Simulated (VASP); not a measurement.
A run of VASP 6.6.1 is set up as follows.

File INCAR:

```
  ALGO = Normal
  EDIFF = 1E-6
  ENCUT = 520
  GGA = PE
  ISIF = 2
  ISMEAR = 0
  LASPH = T
  LCHARG = F
  LREAL = F
  LWAVE = F
  NBANDS = 16
  NELM = 100
  PREC = Accurate
  SIGMA = 0.01
```

File KPOINTS:

```
k-points
0
Gamma
  4 4 4
```

File POSCAR:

```
AgCl
1.0
    0.0000000000      2.7350000000      2.7350000000
    2.7350000000      0.0000000000      2.7350000000
    2.7350000000      2.7350000000      0.0000000000
Ag Cl
1 1
Direct
    0.0000000000      0.0000000000      0.0179265020
    0.5000000000      0.5000000000      0.5186734980
```

Potentials or basis: VASP PAW PBE potentials, release 64 (Ag, Cl).

The run is started by

```sh
$ cat potpaw_PBE.64/Ag/POTCAR potpaw_PBE.64/Cl/POTCAR > POTCAR
$ mpirun -np 1 vasp_std > vasp.out
```

Task: Predict the pressure.

Result: 4.0 GPa.

Task: Predict the band gap on the k mesh.

Result: 0.90 eV, indirect (least direct gap 3.39 eV).

Task: What does it give for the largest force?

Result: 0.004 eV/Å.

Forces on the atoms (eV/Å):
```
Ag   0.003  0.003  0.000
Cl  -0.003 -0.003  0.000
```

Caveat: the k points lie up to 0.50 Å⁻¹ apart. Expect the measured gap to be larger: semilocal functionals such as PBE lack the derivative discontinuity.
